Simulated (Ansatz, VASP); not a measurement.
# ZnIn2O6 in VASP and in Ansatz

```xyz
9
Lattice="5.6034 0.0000 0.0000 -2.8017 4.8527 0.0000 0.0000 0.0000 4.7069" Properties=species:S:1:pos:R:3 pbc="T T T"
Zn    0.0000    0.0000    2.3534
In    0.0000    3.2351    3.5301
In    2.8017    1.6176    1.1767
O     2.8017    3.2351    3.5301
O     1.4008    0.8088    3.5301
O     4.2025    0.8088    3.5301
O     0.0000    1.6176    1.1767
O     1.4009    4.0439    1.1767
O    -1.4008    4.0439    1.1767
```

Alike in both runs: task relaxation of cell and atoms; functional PBE; k mesh 6 × 6 × 4; occupations gaussian, width 0.1 eV; collinear spin.

```csv
,VASP,Ansatz
version,VASP 6.6.1,Ansatz 0.2.0
potentials or method,"VASP PAW PBE potentials, release 64 (Zn, In_d, O), cutoff 600 eV","scalar-relativistic, plane waves, PAW"
valence electrons in the cell,74,74
```

```csv
,VASP,Ansatz,Ansatz less VASP
"gap on the k mesh at the Fermi level, each at its own relaxed structure (eV)",none,none,-
net moment per atom (μB),0.44,0.44,0.000
size of the moment on the site where the two differ most (μB),0.58,0.63,+0.051
relaxed volume (Å³/atom),11.54,11.47,-0.068
relaxed length of the cell vector where the two differ most in proportion (Å),6.059,6.038,-0.0211
```

Site moments also hang on the region over which each program counts them. A gap of «none» marks a metal or a gap that the smearing closes.

Noted on VASP's run: the volume moved by over 15 % at a fixed basis, so the end points are rough.
